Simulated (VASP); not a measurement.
Rb:

```
CELL_PARAMETERS angstrom
-2.80250 2.80250 2.80250
2.80250 -2.80250 2.80250
2.80250 2.80250 -2.80250
ATOMIC_POSITIONS crystal
Rb 0.00000 0.00000 0.00000
```

Base run:

```yaml
Program: VASP 6.6.1
Functional: rpbe exchange, lyp correlation
Potentials_or_basis: VASP PAW PBE potentials, release 64 (Rb_sv)
Cutoff: 500 eV
k_mesh: 7 × 7 × 7
Occupations: fermi-dirac, width 0.01 eV
Spin: no spin polarisation
```

Its results: band gap on the k mesh zero (an odd number of electrons rules out a gap without spin polarisation); pressure 0.4 GPa.

Question: The run is repeated on the same cell with these changes: functional from rpbe exchange, lyp correlation to PBE; dispersion from none to D3(BJ). What comes out?

Answer: Band gap on the k mesh zero (an odd number of electrons rules out a gap without spin polarisation); pressure -0.1 GPa.

Several settings changed at once.

Caveats: the PAW data sets were made with another functional, which shifts forces and pressure a little (at least some runs); three body term missing (at least some runs).
